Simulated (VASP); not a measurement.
# TaSi2 (P6_222) in VASP: a series of runs

The runs below take TaSi2 through single point, with PBEsol.

All numbers are computed with VASP 6.6.1; they aren't measurements. Logs are shortened: lines on timing, memory, paths and dates and some standing lists are left out, and cuts for length are marked.

## (1) The cell of the first run

Symmetry: P6_222, No. 180, hexagonal system. The conventional cell has a = 4.999 Å, b = 4.999 Å, c = 6.228 Å, α = 90.00°, β = 90.00°, γ = 120.00°. Ta (site symmetry 222) has 10 Si at 2.55 to 2.95 Å and 4 Ta at 3.25 Å within 3.4 Å. Within 3.4 Å of Si (site symmetry 2) lie 9 Si at 2.49 to 3.34 Å and 5 Ta at 2.55 to 2.95 Å.

## (2) Single point, PBEsol (strain +0.050 along x and y, -0.050 along z)

File INCAR:

```
SYSTEM = TaSi2
PREC = Accurate
ENCUT = 520
EDIFF = 1E-6
ISMEAR = 0
SIGMA = 0.15
LREAL = .FALSE.
LASPH = .TRUE.
NELM = 60
ALGO = Normal
ISIF = 2
LWAVE = .FALSE.
LCHARG = .FALSE.
GGA = PS
NBANDS = 38
```

File KPOINTS:

```
regular mesh
0
G
  12 12 6
  0 0 0
```

File POSCAR:

```
TaSi2
1.0
    4.9989025085      0.0000000000      0.0000000000
   -2.4994512542      4.3291765634      0.0000000000
    0.0000000000      0.0000000000      6.2279949422
Ta Si
3 6
Direct
    0.5000000000      0.0000000000      0.5000000000
    0.5000000000      0.5000000000      0.8333333333
    0.0000000000      0.5000000000      0.1666666667
    0.1592675430      0.3185350860      0.5000000000
    0.8407324570      0.1592675430      0.8333333333
    0.6814649140      0.8407324570      0.1666666667
    0.8407324570      0.6814649140      0.5000000000
    0.1592675430      0.8407324570      0.8333333333
    0.3185350860      0.1592675430      0.1666666667
```

Potentials or basis: VASP PAW PBE potentials, release 64 (Ta_pv, Si).

Run with:

```sh
> cat potpaw_PBE.64/Ta_pv/POTCAR potpaw_PBE.64/Si/POTCAR > POTCAR
> mpirun -np 1 vasp_std > vasp.out
```

OUTCAR:

```text
SYSTEM = TaSi2
   PREC = Accurate
   ENCUT = 520
   EDIFF = 1E-6
   ISMEAR = 0
   LREAL = .FALSE.
   LASPH = .TRUE.
   NELM = 60
   ISIF = 2
   GGA = PS

 ion  position               nearest neighbor table
   1  0.500  0.000  0.500-   6 2.55   9 2.55   8 2.55   5 2.55   4 2.85   7 2.85   4 2.85   7 2.85
                             4 2.95   7 2.95   2 3.25   2 3.25   3 3.25   3 3.25
   2  0.500  0.500  0.833-   4 2.55   7 2.55   6 2.55   9 2.55   5 2.85   8 2.85   8 2.85   5 2.85
                             8 2.95   5 2.95   1 3.25   1 3.25   3 3.25   3 3.25
   3  0.000  0.500  0.167-   4 2.55   7 2.55   5 2.55   8 2.55   6 2.85   9 2.85   9 2.85   6 2.85
                             6 2.95   9 2.95   1 3.25   1 3.25   2 3.25   2 3.25
   4  0.159  0.319  0.500-   9 2.49   5 2.49   3 2.55   2 2.55   7 2.76   1 2.85   1 2.85   1 2.95
                             7 2.95   7 2.95
   5  0.841  0.159  0.833-   4 2.49   6 2.49   1 2.55   3 2.55   8 2.76   2 2.85   2 2.85   2 2.95
                             8 2.95   8 2.95
   6  0.681  0.841  0.167-   7 2.49   5 2.49   1 2.55   2 2.55   9 2.76   3 2.85   3 2.85   3 2.95
                             9 2.95   9 2.95
   7  0.841  0.681  0.500-   6 2.49   8 2.49   3 2.55   2 2.55   4 2.76   1 2.85   1 2.85   1 2.95
                             4 2.95   4 2.95
   8  0.159  0.841  0.833-   7 2.49   9 2.49   1 2.55   3 2.55   5 2.76   2 2.85   2 2.85   2 2.95
                             5 2.95   5 2.95
   9  0.319  0.159  0.167-   4 2.49   8 2.49   1 2.55   2 2.55   6 2.76   3 2.85   3 2.85   3 2.95
                             6 2.95   6 2.95

  LATTYP: Found a hexagonal cell.
 ALAT       =     4.9989025085
 C/A-ratio  =     1.2458724553

  Lattice vectors:

 A1 = (   4.9989025085,   0.0000000000,   0.0000000000)
 A2 = (  -2.4994512542,   4.3291765634,   0.0000000000)
 A3 = (   0.0000000000,   0.0000000000,   6.2279949422)

Analysis of symmetry for initial positions (statically):
=====================================================================
 Subroutine PRICEL returns:
 Original cell was already a primitive cell.

 Routine SETGRP: Setting up the symmetry group for a
 hexagonal supercell.

 Subroutine GETGRP returns: Found 12 space group operations
 (whereof  4 operations were pure point group operations)
 out of a pool of 24 trial point group operations.

The static configuration has the point symmetry D_2 .
 The point group associated with its full space group is D_6 .

Analysis of symmetry for dynamics (positions and initial velocities):
=====================================================================
 Subroutine PRICEL returns:
 Original cell was already a primitive cell.

 Routine SETGRP: Setting up the symmetry group for a
 hexagonal supercell.

 Subroutine GETGRP returns: Found 12 space group operations
 (whereof  4 operations were pure point group operations)
 out of a pool of 24 trial point group operations.

The dynamic configuration has the point symmetry D_2 .
 The point group associated with its full space group is D_6 .

 Subroutine INISYM returns: Found 12 space group operations
 (whereof  4 operations are pure point group operations),
 and found     1 'primitive' translations

----------------------------------------------------------------------------------------

                                     Primitive cell

  volume of cell :     134.7809

  direct lattice vectors                    reciprocal lattice vectors
     4.998902508  0.000000000  0.000000000     0.200043909  0.115495405  0.000000000
    -2.499451254  4.329176563  0.000000000     0.000000000  0.230990810  0.000000000
     0.000000000  0.000000000  6.227994942     0.000000000  0.000000000  0.160565320

  length of vectors
     4.998902508  4.998902508  6.227994942     0.230990810  0.230990810  0.160565320

  position of ions in fractional coordinates (direct lattice)
     0.500000000  0.000000000  0.500000000
     0.500000000  0.500000000  0.833333333
     0.000000000  0.500000000  0.166666667
     0.159267543  0.318535086  0.500000000
     0.840732457  0.159267543  0.833333333
     0.681464914  0.840732457  0.166666667
     0.840732457  0.681464914  0.500000000
     0.159267543  0.840732457  0.833333333
     0.318535086  0.159267543  0.166666667

  ion indices of the primitive-cell ions
   primitive index   ion index
                 1           1
                 2           2
                 3           3
                 4           4
                 5           5
                 6           6
                 7           7
                 8           8
                 9           9

----------------------------------------------------------------------------------------

 KPOINTS: regular mesh

Automatic generation of k-mesh.
 Grid dimensions read from file:
 generate k-points for:   12   12    6

 Generating k-lattice:

  Cartesian coordinates                     Fractional coordinates (reciprocal lattice)
     0.016670326  0.009624617  0.000000000     0.083333333  0.000000000  0.000000000
     0.000000000  0.019249234  0.000000000     0.000000000  0.083333333  0.000000000
     0.000000000  0.000000000  0.026760887     0.000000000  0.000000000  0.166666667

  Length of vectors
     0.019249234  0.019249234  0.026760887

  Shift w.r.t. Gamma in fractional coordinates (k-lattice)
     0.000000000  0.000000000  0.000000000

 Subroutine IBZKPT returns following result:
 ===========================================

 Found     76 irreducible k-points:

 Following reciprocal coordinates:
            Coordinates               Weight
  0.000000  0.000000  0.000000      1.000000
  0.083333 -0.000000  0.000000      6.000000
  0.166667  0.000000  0.000000      6.000000
  0.250000 -0.000000  0.000000      6.000000
  0.333333 -0.000000  0.000000      6.000000
  0.416667  0.000000  0.000000      6.000000
[... 16 lines left out ...]
  0.250000 -0.000000  0.166667     12.000000
  0.333333 -0.000000  0.166667     12.000000
 [... further k-points ...]
   k-points           NKPTS =     76   k-points in BZ     NKDIM =     76   number of bands    NBANDS=     38
   number of dos      NEDOS =    301   number of ions     NIONS =      9
   total plane-waves  NPLWV =  76800
   dimension x,y,z NGX =    40 NGY =   40 NGZ =   48
   dimension x,y,z NGXF=    80 NGYF=   80 NGZF=   96
   ions per type =               3   6
   NGX,Y,Z   is equivalent  to a cutoff of  13.30, 13.30, 12.81 a.u.
   NGXF,Y,Z  is equivalent  to a cutoff of  26.61, 26.61, 25.63 a.u.
 SYSTEM =  TaSi2
   PREC   = accura    normal or accurate (medium, high low for compatibility)
   ISTART =      0    job   : 0-new  1-cont  2-samecut
   ICHARG =      2    charge: 1-file 2-atom 10-const
   ISPIN  =      1    spin polarized calculation?
   LNONCOLLINEAR =      F non collinear calculations
   LSORBIT =      F    spin-orbit coupling
   LASPH  =      T    aspherical Exc in radial PAW
   ENCUT  =  520.0 eV  38.22 Ry    6.18 a.u.   9.29  9.29 11.58*2*pi/ulx,y,z
   NELM   =     60;   NELMIN=  2; NELMDL= -5     # of ELM steps
   EDIFF  = 0.1E-05   stopping-criterion for ELM
   LREAL  =      F    real-space projection
   EDIFFG = 0.1E-04   stopping-criterion for IOM
   NSW    =      0    number of steps for IOM
   IBRION =     -1    ionic relax: 0-MD 1-quasi-New 2-CG
   NFREE  =      0    steps in history (QN), initial steepest desc. (CG)
   ISIF   =      2    stress and relaxation
   ISYM   =      2    0-nonsym 1-usesym 2-fastsym
   POTIM  = 0.5000    time-step for ionic-motion
   TEBEG  =    0.0;   TEEND  =   0.0 temperature during run
   PSTRESS=    0.0 pullay stress
   NELECT =      57.0000    total number of electrons
   NUPDOWN=      -1.0000    fix difference up-down
   EMIN   =  10.00;   EMAX   =-10.00  energy-range for DOS
   EFERMI =   0.00;   METHOD = LEGACY
   ISMEAR =     0;   SIGMA  =   0.15  broadening in eV -4-tet -1-fermi 0-gaus
   EFERMI_NEDOS =   21; number of points for ismear=-14 and -15
   IALGO  =     38    algorithm
   IMIX   =      4    mixing-type and parameters
     AMIX     =   0.40;   BMIX     =  1.00
     AMIX_MAG =   1.60;   BMIX_MAG =  1.00
  volume/ion in A,a.u.               =      14.98       101.06
  Fermi-wavevector in a.u.,A,eV,Ry     =   1.228826  2.322144 20.544977  1.510013
  Thomas-Fermi vector in A             =   2.363737
   LORBIT       =      0    0 simple, 1 ext, 2 COOP (PROOUT), +10 PAW based schemes
   GGA     = PS    functional components
   LHFCALC =     F    Hartree Fock is set to
   AEXX    =    0.0000 exact exchange contribution
   IVDW    =     0    specifies the selected vdW correction
   LEPSILON=     F    determine dielectric tensor
   LRPA    =     F    only Hartree local field effects (RPA)
 non-spin polarized calculation
 Gauss-broadening in eV      SIGMA  =   0.15
  energy-cutoff  :      520.00
  volume of cell :      134.78
 maximum number of plane-waves:      3671
 NGX is ok and might be reduce to    40
   NGX = 19   NGY = 19   NGZ = 23

 number of electron      57.0000000 magnetization

 Free energy of the ion-electron system (eV)
  ---------------------------------------------------
  ext. energy  EPLUGINS =         0.00000000
  ---------------------------------------------------
  free energy    TOTEN  =       -76.39729502 eV

  energy without entropy =      -76.36036485  energy(sigma->0) =      -76.37882994

 E-fermi :   8.7811     XC(G=0): -11.9796

 val. band max:        8.7755342369   @ k =   0.3333   0.0833   0.3333
 cond. band min:       8.7811552835   @ k =   0.3333   0.3333   0.3333
 fundamental gap:      0.0056210466
 Fermi energy:         8.7810519294

 k-point     1 :       0.0000    0.0000    0.0000
  band No.  band energies     occupation
      1     -25.5746      2.00000
      2     -25.5068      2.00000
      3     -25.5068      2.00000
      4     -25.4905      2.00000
      5     -25.4905      2.00000
      6     -25.4039      2.00000
[... 30 lines left out ...]
     37      12.5449      0.00000
     38      12.7059      0.00000
[... 941 lines left out ...]
     37      12.3615      0.00000
     38      12.7110      0.00000

 [... further k-points ...]

------------------------ aborting loop because EDIFF is reached ----------------------------------------

  FORCE on cell =-STRESS in cart. coord.  units (eV):
  Direction    XX          YY          ZZ          XY          YZ          ZX
  --------------------------------------------------------------------------------------
  -------------------------------------------------------------------------------------
  Total      -11.7449482    -11.7449482     14.5173379     -0.0000000      0.0000000      0.0000000
  in kB     -139.6154468   -139.6154468    172.5716095     -0.0000000      0.0000000      0.0000000
  external PRESSURE =     -35.5530947 kB  Pullay stress =       0.0000000 kB

 VOLUME and BASIS-vectors are now :
 -----------------------------------------------------------------------------
  energy-cutoff  :      520.00
  volume of cell :      134.78
      direct lattice vectors                 reciprocal lattice vectors
     4.998902508  0.000000000  0.000000000     0.200043909  0.115495405  0.000000000
    -2.499451254  4.329176563  0.000000000     0.000000000  0.230990810  0.000000000
     0.000000000  0.000000000  6.227994942     0.000000000  0.000000000  0.160565320

 POSITION                                       TOTAL-FORCE (eV/Angst)
 -----------------------------------------------------------------------------------
      2.49945      0.00000      3.11400         0.000000     -0.000000     -0.000000
      1.24973      2.16459      5.19000         0.000000     -0.000000      0.000000
     -1.24973      2.16459      1.03800         0.000000     -0.000000     -0.000000
      0.00000      1.37899      3.11400        -0.000000     -0.169259     -0.000000
      3.80466      0.68950      5.19000         0.146583     -0.084630     -0.000000
      1.30521      3.63968      1.03800         0.146583      0.084630     -0.000000
      2.49945      2.95018      3.11400         0.000000      0.169259      0.000000
     -1.30521      3.63968      5.19000        -0.146583      0.084630     -0.000000
      1.19424      0.68950      1.03800        -0.146583     -0.084630     -0.000000
 -----------------------------------------------------------------------------------
    total drift:                                0.000000     -0.000000      0.000000

  FREE ENERGIE OF THE ION-ELECTRON SYSTEM (eV)
  ---------------------------------------------------
  free  energy   TOTEN  =       -76.3972950211 eV

  energy  without entropy=      -76.3603648543  energy(sigma->0) =      -76.37882994
```

Run time: 6.8 min. Hardware: 1 thread of Intel Xeon 8259CL, shared host; peak memory 0.46 GiB.

What came out:

| Property | Result |
| --- | --- |
| Free energy | -76.3973 eV |
| Pressure | -3.6 GPa |
| Largest force | 0.169 eV/Å |
| Band gap on the k mesh | zero (an odd number of electrons rules out a gap without spin polarisation) |

Forces on the atoms (eV/Å):
```
Ta   0.000  0.000  0.000
Ta   0.000  0.000  0.000
Ta   0.000  0.000  0.000
Si   0.000 -0.169  0.000
Si   0.147 -0.085  0.000
Si   0.147  0.085  0.000
Si   0.000  0.169  0.000
Si  -0.147  0.085  0.000
Si  -0.147 -0.085  0.000
```

Stress tensor (GPa, compression positive):
```
-13.96   0.00   0.00
  0.00 -13.96   0.00
  0.00   0.00  17.26
```

Caveat: the cell differs from its parent crystal (strain +0.050 along x and y, -0.050 along z); the stress differs along the axes, from -14 to 17 GPa; the PAW data sets were made with another functional, which shifts forces and pressure a little; spin-orbit coupling is left out, which moves the levels of the heavy elements.

## (3) Single point, PBEsol (strain +0.000 along x and y, +0.050 along z)

File INCAR:

```
PREC = Accurate ; ENCUT = 520
EDIFF = 1E-7 ; ISMEAR = 0
SIGMA = 0.15 ; LREAL = F
LASPH = T ; NELM = 60
ALGO = Normal ; ISIF = 2
LWAVE = F ; LCHARG = T
GGA = PS ; LELF = T
LVHAR = T ; NBANDS = 38
```

File KPOINTS:

```
Automatic mesh
0
Gamma
  12 12 6
```

Edit POSCAR of step 2 so:

```diff
@@ -2,5 +2,5 @@
 1.0
-    4.9989025085      0.0000000000      0.0000000000
-   -2.4994512542      4.3291765634      0.0000000000
-    0.0000000000      0.0000000000      6.2279949422
+    4.7608595319      0.0000000000      0.0000000000
+   -2.3804297659      4.1230252985      0.0000000000
+    0.0000000000      0.0000000000      6.8835733572
 Ta Si
```

Potentials or basis: VASP PAW PBE potentials, release 64 (Ta_pv, Si).

Run with:

```sh
> cat potpaw_PBE.64/Ta_pv/POTCAR potpaw_PBE.64/Si/POTCAR > POTCAR
> mpirun -np 1 vasp_std > vasp.out
```

Run time: 6.5 min. Hardware: 1 thread of Intel Xeon 8259CL, shared host; peak memory 0.45 GiB.

The run converged. Its results:

```yaml
Free_energy: -76.9706 eV
Pressure: -8.9 GPa
Largest_force: 0.152 eV/Å
Band_gap_on_the_k_mesh: zero (an odd number of electrons rules out a gap without spin polarisation)
```

Forces on the atoms (eV/Å):
```
Ta   0.000  0.000  0.000
Ta   0.000  0.000  0.000
Ta   0.000  0.000  0.000
Si   0.000  0.152  0.000
Si  -0.132  0.076  0.000
Si  -0.132 -0.076  0.000
Si   0.000 -0.152  0.000
Si   0.132 -0.076  0.000
Si   0.132  0.076  0.000
```

Stress tensor (GPa, compression positive):
```
 -4.13   0.00   0.00
  0.00  -4.13   0.00
  0.00   0.00 -18.54
```

Levels at points of the mesh, in eV from the Fermi level:
| k point | band 24 | band 25 | band 26 | band 27 | band 28 | band 29 | band 30 | band 31 | band 32 | band 33 |
| --- | --- | --- | --- | --- | --- | --- | --- | --- | --- | --- |
| (0.00, 0.00, 0.00) | -2.24 | -2.24 | -2.08 | -1.97 | -1.97 | -1.29 | 0.54 | 2.87 | 2.97 | 2.97 |
| (0.50, 0.00, 0.00) | -1.99 | -1.83 | -0.95 | -0.85 | -0.21 | -0.15 | 0.84 | 1.11 | 1.70 | 1.89 |
| (0.00, 0.00, 0.50) | -2.43 | -2.09 | -1.76 | -1.50 | -1.50 | 0.63 | 0.63 | 2.32 | 2.32 | 2.99 |
| (0.50, 0.00, 0.50) | -2.00 | -2.00 | -1.93 | -1.85 | -0.64 | 0.07 | 1.39 | 1.90 | 2.23 | 2.29 |

Caveat: the cell differs from its parent crystal (strain +0.000 along x and y, +0.050 along z); the stress differs along the axes, from -19 to -4 GPa; the PAW data sets were made with another functional, which shifts forces and pressure a little; spin-orbit coupling is left out, which moves the levels of the heavy elements.

(Part 1 of 2 ends here.)

The gap in the log of VASP goes by the Fermi energy; the results here count the filled bands.